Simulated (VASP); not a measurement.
Mo:

```
Mo
1.0
    -1.60465    1.60465    1.60465
     1.60465   -1.60465    1.60465
     1.60465    1.60465   -1.60465
Mo
1
Direct
  0.00000 0.00000 0.00000
```

Program: VASP 6.6.1. Alike in all runs: task single point; no spin polarisation; cell as given; k mesh 12 × 12 × 12; cutoff (eV) 520; smearing fermi-dirac 0.05 eV.

Q: Order these runs on this cell by their pressure, lowest first.
A. level LDA; potentials or basis VASP PAW LDA potentials, release 64 (Mo_sv)
B. level r2SCAN; potentials or basis VASP PAW PBE potentials, release 64 (Mo_sv)
C. level PBE; potentials or basis VASP PAW PBE potentials, release 64 (Mo_sv)
D. level RPBE+D4; potentials or basis VASP PAW PBE potentials, release 64 (Mo_sv)

A: A (-21.7 GPa), D (-17.0 GPa), B (-12.8 GPa), C (-10.6 GPa).

Caveats: the PAW data sets were made with another functional, which shifts forces and pressure a little (some runs); pairwise dispersion overbinds metals, which lowers pressure and volume (some runs).
